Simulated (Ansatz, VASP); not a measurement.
## Two plane-wave programs on HfC

```
CELL_PARAMETERS angstrom
0.00000 2.32500 2.32500
2.32500 0.00000 2.32500
2.32500 2.32500 0.00000
ATOMIC_POSITIONS crystal
Hf 0.50000 0.50000 0.50000
C 0.90323 0.90323 0.95991
```

Alike in both runs: task single point; functional PBEsol; k mesh 18 × 18 × 18; occupations gaussian, width 0.15 eV; no spin polarisation.

```csv
,VASP,Ansatz
version,VASP 6.6.1,Ansatz 0.2.0
potentials or method,"VASP PAW PBE potentials, release 64 (Hf_pv, C), cutoff 520 eV","scalar-relativistic, plane waves, PAW"
valence electrons in the cell,14,30
```

|  | VASP | Ansatz | Ansatz less VASP |
| --- | --- | --- | --- |
| gap on the k mesh at the Fermi level (eV) | 1.00 | 0.97 | -0.027 |
| least direct gap on the mesh (eV) | 1.16 | 1.11 | -0.048 |
| pressure (GPa) | 25.9 | 25.6 | -0.29 |
| traceless stress, the component that is largest in VASP (GPa) | 20.94 | 20.40 | -0.542 |
| rms of the force components (eV/Å) | 3.070 | 3.019 | -0.0503 |

VASP's potentials were made for PBE, not for PBEsol. Atom by atom the forces differ by 0.053 eV/Å (rms over components). VASP's potentials hold 14 valence electrons a cell and Ansatz's 30, so a difference there can come from the potentials and not from the codes.

Neither program's run includes spin-orbit coupling.
